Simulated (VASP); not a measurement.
# F (P6_3/mmc) in VASP: density of states with PBE

Aim: the density of states of F with PBE.

All numbers are computed with VASP 6.6.1; they aren't measurements. Logs are shortened: lines on timing, memory, paths and dates and some standing lists are left out, and cuts for length are marked.

### Step 1. The cell of the first run

Symmetry: P6_3/mmc, No. 194, hexagonal system. The conventional cell has a = 2.518 Å, b = 2.518 Å, c = 8.154 Å, α = 90.00°, β = 90.00°, γ = 120.00°. Within 3.3 Å of F (site symmetry -3m) lie 12 F at 2.50 to 2.52 Å. F (site symmetry -6m2) has 12 F at 2.50 to 2.52 Å within 3.3 Å.

### Step 2. Density of states, PBE

File POSCAR:

```
F
1.0
    1.2589310000      2.1805300000      0.0000000000
   -1.2589310000      2.1805300000      0.0000000000
    0.0000000000      0.0000000000      8.1536950000
F
4
Direct
    0.0000000000      0.0000000000      0.0000000000
    0.0000000000      0.0000000000      0.5000000000
    0.3333300000      0.3333400000      0.7500000000
    0.6666600000      0.6666700000      0.2500000000
```

File INCAR.step1:

```
ALGO     = Normal         # electronic algorithm
EDIFF    = 1E-6           # SCF threshold, eV
ENCUT    = 520            # plane-wave cutoff, eV
GGA      = PE             # functional
ISIF     = 2              # what is computed and relaxed
ISMEAR   = 1              # smearing method
LASPH    = T              # aspherical terms in the spheres
LCHARG   = T              # write CHGCAR
LREAL    = F              # projectors in reciprocal space
LWAVE    = F              # write WAVECAR
NBANDS   = 22             # bands
NELM     = 100            # most SCF steps
PREC     = Accurate       # precision mode
SIGMA    = 0.0232         # smearing width, eV
```

File KPOINTS.step1:

```
k-points
0
Gamma
  12 12 3
```

File INCAR.step2:

```
ALGO     = Normal         # electronic algorithm
EDIFF    = 1E-6           # SCF threshold, eV
ENCUT    = 520            # plane-wave cutoff, eV
GGA      = PE             # functional
ICHARG   = 11             # starting density
ISIF     = 2              # what is computed and relaxed
ISMEAR   = -5             # smearing method
LASPH    = T              # aspherical terms in the spheres
LCHARG   = F              # write CHGCAR
LORBIT   = 11             # projections on sites
LREAL    = F              # projectors in reciprocal space
LWAVE    = F              # write WAVECAR
NEDOS    = 1001           # points of the DOS
NELM     = 100            # most SCF steps
PREC     = Accurate       # precision mode
SIGMA    = 0.0232         # smearing width, eV
```

File KPOINTS.step2:

```
k-points
0
Gamma
  18 18 5
```

Potentials or basis: VASP PAW PBE potentials, release 64 (F).

Launch:

```console
cat potpaw_PBE.64/F/POTCAR > POTCAR
cp INCAR.step1 INCAR
cp KPOINTS.step1 KPOINTS
mpirun -np 1 vasp_std > vasp.out
cp INCAR.step2 INCAR
cp KPOINTS.step2 KPOINTS
mpirun -np 1 vasp_std > vasp.out
```

OUTCAR:

```text
EDIFF = 1E-6
   ENCUT = 520
   GGA = PE
   ICHARG = 11
   ISIF = 2
   ISMEAR = -5
   LASPH = T
   LORBIT = 11
   LREAL = F
   NELM = 100
   PREC = Accurate

 ion  position               nearest neighbor table
   1  0.000  0.000  0.000-
   2  0.000  0.000  0.500-
   3  0.333  0.333  0.750-
   4  0.667  0.667  0.250-

  LATTYP: Found a hexagonal cell.
 ALAT       =     2.5178598737
 C/A-ratio  =     3.2383434381

  Lattice vectors:

 A1 = (   1.2589310000,  -2.1805300000,   0.0000000000)
 A2 = (   1.2589310000,   2.1805300000,   0.0000000000)
 A3 = (   0.0000000000,   0.0000000000,   8.1536950000)

Analysis of symmetry for initial positions (statically):
=====================================================================
 Subroutine PRICEL returns:
 Original cell was already a primitive cell.

 Routine SETGRP: Setting up the symmetry group for a
 hexagonal supercell.

 Subroutine GETGRP returns: Found  4 space group operations
 (whereof  2 operations were pure point group operations)
 out of a pool of 24 trial point group operations.

The static configuration has the point symmetry C_2 .
 The point group associated with its full space group is C_2v.

Analysis of symmetry for dynamics (positions and initial velocities):
=====================================================================
 Subroutine PRICEL returns:
 Original cell was already a primitive cell.

 Routine SETGRP: Setting up the symmetry group for a
 hexagonal supercell.

 Subroutine GETGRP returns: Found  4 space group operations
 (whereof  2 operations were pure point group operations)
 out of a pool of 24 trial point group operations.

The dynamic configuration has the point symmetry C_2 .
 The point group associated with its full space group is C_2v.

 Subroutine INISYM returns: Found  4 space group operations
 (whereof  2 operations are pure point group operations),
 and found     1 'primitive' translations

----------------------------------------------------------------------------------------

                                     Primitive cell

  volume of cell :      44.7660

  direct lattice vectors                    reciprocal lattice vectors
     1.258931000  2.180530000  0.000000000     0.397162354  0.229302050  0.000000000
    -1.258931000  2.180530000  0.000000000    -0.397162354  0.229302050  0.000000000
     0.000000000  0.000000000  8.153695000     0.000000000  0.000000000  0.122643783

  length of vectors
     2.517859874  2.517859874  8.153695000     0.458603714  0.458603714  0.122643783

  position of ions in fractional coordinates (direct lattice)
     0.000000000  0.000000000  0.000000000
     0.000000000  0.000000000  0.500000000
     0.333330000  0.333340000  0.750000000
     0.666660000  0.666670000  0.250000000

  ion indices of the primitive-cell ions
   primitive index   ion index
                 1           1
                 2           2
                 3           3
                 4           4

----------------------------------------------------------------------------------------

 KPOINTS: k-points

Automatic generation of k-mesh.
 Grid dimensions read from file:
 generate k-points for:   18   18    5

 Generating k-lattice:

  Cartesian coordinates                     Fractional coordinates (reciprocal lattice)
     0.022064575  0.012739003  0.000000000     0.055555556  0.000000000  0.000000000
    -0.022064575  0.012739003  0.000000000     0.000000000  0.055555556  0.000000000
     0.000000000  0.000000000  0.024528757     0.000000000  0.000000000  0.200000000

  Length of vectors
     0.025477984  0.025477984  0.024528757

  Shift w.r.t. Gamma in fractional coordinates (k-lattice)
     0.000000000  0.000000000  0.000000000

 TETIRR: Found   2439 inequivalent tetrahedra from     9720

 Subroutine IBZKPT returns following result:
 ===========================================

 Found    273 irreducible k-points:

 Following reciprocal coordinates:
            Coordinates               Weight
  0.000000  0.000000  0.000000      1.000000
  0.055556  0.000000  0.000000      4.000000
  0.055556  0.055556  0.000000      2.000000
  0.111111  0.000000  0.000000      4.000000
  0.111111  0.111111  0.000000      2.000000
  0.166667 -0.000000  0.000000      4.000000
[... 16 lines left out ...]
  0.111111  0.166667  0.000000      4.000000
 -0.055556  0.111111  0.000000      4.000000
 [... further k-points ...]
   k-points           NKPTS =    273   k-points in BZ     NKDIM =    273   number of bands    NBANDS=     18
   number of dos      NEDOS =   1001   number of ions     NIONS =      4
   total plane-waves  NPLWV =  25600
   dimension x,y,z NGX =    20 NGY =   20 NGZ =   64
   dimension x,y,z NGXF=    40 NGYF=   40 NGZF=  128
   ions per type =               4
   NGX,Y,Z   is equivalent  to a cutoff of  13.21, 13.21, 13.05 a.u.
   NGXF,Y,Z  is equivalent  to a cutoff of  26.41, 26.41, 26.10 a.u.
 SYSTEM =  unknown system
   PREC   = accura    normal or accurate (medium, high low for compatibility)
   ISTART =      0    job   : 0-new  1-cont  2-samecut
   ICHARG =     11    charge: 1-file 2-atom 10-const
   ISPIN  =      1    spin polarized calculation?
   LNONCOLLINEAR =      F non collinear calculations
   LSORBIT =      F    spin-orbit coupling
   LASPH  =      T    aspherical Exc in radial PAW
   ENCUT  =  520.0 eV  38.22 Ry    6.18 a.u.   4.68  4.68 15.16*2*pi/ulx,y,z
   NELM   =    100;   NELMIN=  2; NELMDL=  0     # of ELM steps
   EDIFF  = 0.1E-05   stopping-criterion for ELM
   LREAL  =      F    real-space projection
   EDIFFG = 0.1E-04   stopping-criterion for IOM
   NSW    =      0    number of steps for IOM
   IBRION =     -1    ionic relax: 0-MD 1-quasi-New 2-CG
   NFREE  =      0    steps in history (QN), initial steepest desc. (CG)
   ISIF   =      2    stress and relaxation
   ISYM   =      2    0-nonsym 1-usesym 2-fastsym
   POTIM  = 0.5000    time-step for ionic-motion
   TEBEG  =    0.0;   TEEND  =   0.0 temperature during run
   PSTRESS=    0.0 pullay stress
   NELECT =      28.0000    total number of electrons
   NUPDOWN=      -1.0000    fix difference up-down
   EMIN   =  10.00;   EMAX   =-10.00  energy-range for DOS
   EFERMI =   0.00;   METHOD = LEGACY
   ISMEAR =    -5;   SIGMA  =   0.02  broadening in eV -4-tet -1-fermi 0-gaus
   EFERMI_NEDOS =   21; number of points for ismear=-14 and -15
   IALGO  =     38    algorithm
   IMIX   =      4    mixing-type and parameters
     AMIX     =   0.40;   BMIX     =  1.00
     AMIX_MAG =   1.60;   BMIX_MAG =  1.00
  volume/ion in A,a.u.               =      11.19        75.52
  Fermi-wavevector in a.u.,A,eV,Ry     =   1.400054  2.645718 26.669464  1.960150
  Thomas-Fermi vector in A             =   2.523052
   LORBIT       =     11    0 simple, 1 ext, 2 COOP (PROOUT), +10 PAW based schemes
   GGA     = PE    functional components
   LHFCALC =     F    Hartree Fock is set to
   AEXX    =    0.0000 exact exchange contribution
   IVDW    =     0    specifies the selected vdW correction
   LEPSILON=     F    determine dielectric tensor
   LRPA    =     F    only Hartree local field effects (RPA)
 non-spin polarized calculation
 Fermi weights with tetrahedron method with Bloechl corrections
  energy-cutoff  :      520.00
  volume of cell :       44.77
 maximum number of plane-waves:      1224

 number of electron      28.0000030 magnetization

 Free energy of the ion-electron system (eV)
  ---------------------------------------------------
  ext. energy  EPLUGINS =         0.00000000
  ---------------------------------------------------
  free energy    TOTEN  =        -2.96583752 eV

  energy without entropy =       -2.96583752  energy(sigma->0) =       -2.96583752

 E-fermi :  -4.3721     XC(G=0):  -9.7641

 val. band max:       -4.3574988283   @ k =  -0.1111   0.1111   0.2000
 cond. band min:      -4.3808081247   @ k =   0.1667   0.2222   0.2000
 fundamental gap:     -0.0233092964
 Fermi energy:        -4.3720902980

 k-point     1 :       0.0000    0.0000    0.0000
  band No.  band energies     occupation
      1     -25.4690      2.00000
      2     -24.8824      2.00000
      3     -24.8624      2.00000
      4     -24.1968      2.00000
      5      -7.6529      2.00000
      6      -5.8996      2.00000
[... 10 lines left out ...]
     17       8.6344      0.00000
     18      11.3104      0.00000

 k-point     2 :       0.0556    0.0000    0.0000
  band No.  band energies     occupation
      1     -25.4398      2.00000
      2     -24.8593      2.00000
      3     -24.8399      2.00000
      4     -24.1823      2.00000
      5      -7.6134      2.00000
      6      -5.9070      2.00000
[... 10 lines left out ...]
     17       8.7791      0.00000
     18      11.4132      0.00000

 k-point     3 :       0.0556    0.0556    0.0000
  band No.  band energies     occupation
      1     -25.4398      2.00000
      2     -24.8593      2.00000
      3     -24.8399      2.00000
      4     -24.1823      2.00000
      5      -7.6134      2.00000
      6      -5.9070      2.00000
[... 10 lines left out ...]
     17       8.7791      0.00000
     18      11.4086      0.00000

 k-point     4 :       0.1111    0.0000    0.0000
  band No.  band energies     occupation
      1     -25.3535      2.00000
      2     -24.7922      2.00000
      3     -24.7726      2.00000
      4     -24.1405      2.00000
      5      -7.4972      2.00000
      6      -5.9400      2.00000
[... 375 lines left out ...]
      4     -24.1022      2.00000
      5      -7.3844      2.00000
      6      -5.9886      2.00000
[... 10 lines left out ...]
     17       9.5801      0.00000
     18      11.9682      0.00000

 k-point    23 :       0.1111    0.1667    0.0000
  band No.  band energies     occupation
      1     -25.2702      2.00000
      2     -24.7282      2.00000
      3     -24.7085      2.00000
      4     -24.1022      2.00000
      5      -7.3844      2.00000
      6      -5.9886      2.00000
[... 10 lines left out ...]
     17       9.5801      0.00000
     18      11.9594      0.00000

 k-point    24 :      -0.0556    0.1111    0.0000
  band No.  band energies     occupation
      1     -25.2702      2.00000
      2     -24.7282      2.00000
      3     -24.7085      2.00000
      4     -24.1022      2.00000
      5      -7.3844      2.00000
      6      -5.9886      2.00000
[... 10 lines left out ...]
     17       9.5801      0.00000
     18      11.9699      0.00000

 [... further k-points ...]

------------------------ aborting loop because EDIFF is reached ----------------------------------------

  FORCE on cell =-STRESS in cart. coord.  units (eV):
  Direction    XX          YY          ZZ          XY          YZ          ZX
  --------------------------------------------------------------------------------------
  -------------------------------------------------------------------------------------
  Total       -1.2693653     -1.2741026     -1.2285605      0.0000000      0.0000000      0.0000000
  in kB      -45.4306302    -45.6001770    -43.9702228      0.0000000      0.0000000      0.0000000
  external PRESSURE =     -45.0003433 kB  Pullay stress =       0.0000000 kB

 VOLUME and BASIS-vectors are now :
 -----------------------------------------------------------------------------
  energy-cutoff  :      520.00
  volume of cell :       44.77
      direct lattice vectors                 reciprocal lattice vectors
     1.258931000  2.180530000  0.000000000     0.397162354  0.229302050  0.000000000
    -1.258931000  2.180530000  0.000000000    -0.397162354  0.229302050  0.000000000
     0.000000000  0.000000000  8.153695000     0.000000000  0.000000000  0.122643783

 POSITION                                       TOTAL-FORCE (eV/Angst)
 -----------------------------------------------------------------------------------
      0.00000      0.00000      0.00000         0.000012      0.000000      0.000000
      0.00000      0.00000      4.07685         0.000012      0.000000      0.000000
     -0.00001      1.45369      6.11527        -0.000012     -0.000006      0.000000
     -0.00001      2.90737      2.03842        -0.000012      0.000006     -0.000000
 -----------------------------------------------------------------------------------
    total drift:                               -0.000004     -0.000000      0.000000

  FREE ENERGIE OF THE ION-ELECTRON SYSTEM (eV)
  ---------------------------------------------------
  free  energy   TOTEN  =        -2.9658375184 eV

  energy  without entropy=       -2.9658375184  energy(sigma->0) =       -2.96583752

 total charge

# of ion       s       p       d       tot
------------------------------------------
    1        1.768   3.977   0.000   5.746
    2        1.768   3.977   0.000   5.746
    3        1.769   3.986   0.000   5.754
    4        1.769   3.986   0.000   5.754
--------------------------------------------------
tot          7.074  15.926   0.000  23.000
```

Run time: 86 s. Hardware: 1 thread of Intel Xeon Platinum 8488C (Sapphire Rapids), shared host; peak memory 0.26 GiB.

Results:

```
Valence electrons inside the program's atomic spheres : F 5.75
```

Caveat: tetrahedron occupations give inexact forces and stress in metals.
